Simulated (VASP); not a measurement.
Ge3Cl: relaxation of cell and atoms with PBE

The system is Ge3Cl.

```xyz
4
Lattice="0.0000 3.7761 3.7761 3.7761 0.0000 3.7761 3.7761 3.7761 0.0000" Properties=species:S:1:pos:R:3 pbc="T T T"
Ge    3.7761    3.7761    3.7761
Ge    1.8881    1.8881    1.8881
Ge    5.6642    5.6642    5.6642
Cl    0.0000    0.0000    0.0000
```

```json
{"Program": "VASP 6.6.1", "Task": "relaxation of cell and atoms", "Functional": "PBE", "Potentials or basis": "VASP PAW PBE potentials, release 64 (Ge_d, Cl)", "Cutoff": "600 eV", "k mesh": "4 × 4 × 4", "Occupations": "gaussian, width 0.1 eV", "Spin": "no spin polarisation", "Dipole correction": "no", "Further INCAR settings": "ALGO = Normal; EDIFF = 1e-06; IBRION = 2; EDIFFG = -0.04; NSW = 90; ISIF = 3"}
```

| Property | Result |
| --- | --- |
| Relaxed volume | 20.21 Å³/atom |
| Relaxed cell | a = 4.853 Å, b = 4.853 Å, c = 4.853 Å, α = 60.00°, β = 60.00°, γ = 60.00° |
| Space group after relaxing (to 0.05 Å) | Fm-3m (No. 225) |
| Energy gained by relaxing | 203.5 meV/atom |
| Ionic steps | 4 |
| Pressure after relaxing | -0.1 GPa |

Step by step:
```csv
step,energy change (eV),largest force (eV/Å),pressure (GPa),volume (Å³)
1,0.0000,0.0000,-7.96,107.69
2,-0.7396,0.0000,-3.21,88.16
3,-0.8089,0.0000,-0.84,82.60
4,-0.8140,0.0000,-0.10,80.84
```

Final structure:
```xyz
4
Lattice="0.0000 3.4318 3.4318 3.4318 0.0000 3.4318 3.4318 3.4318 0.0000" Properties=species:S:1:pos:R:3 pbc="T T T"
Ge    3.4318    3.4318    3.4318
Ge    1.7159    1.7159    1.7159
Ge    5.1477    5.1477    5.1477
Cl    3.4318    6.8636    3.4318
```

Levels at points of the mesh, in eV from the Fermi level:
| k point | band 20 | band 21 | band 22 | band 23 | band 24 | band 25 | band 26 | band 27 | band 28 | band 29 |
| --- | --- | --- | --- | --- | --- | --- | --- | --- | --- | --- |
| (0.00, 0.00, 0.00) | -4.41 | -4.41 | -3.88 | -1.48 | -1.48 | -1.48 | -0.66 | -0.66 | -0.66 | 4.67 |
| (0.50, 0.00, 0.00) | -4.75 | -4.75 | -2.64 | -2.37 | -2.37 | 0.03 | 1.51 | 1.51 | 3.60 | 3.83 |
| (0.50, 0.50, 0.00) | -5.80 | -5.80 | -2.28 | -0.76 | -0.76 | 0.58 | 2.78 | 2.78 | 3.17 | 4.17 |

It took 2.4 min on 1 thread of Intel Xeon 6975P-C, on a shared host, peak memory 0.34 GiB.

Caveat: the k points lie up to 0.40 Å⁻¹ apart in the final cell; the volume moved by over 15 % at a fixed basis, so the end points are rough; an odd number of electrons without spin polarisation forces a metal; a magnetic or distorted state may lie lower.
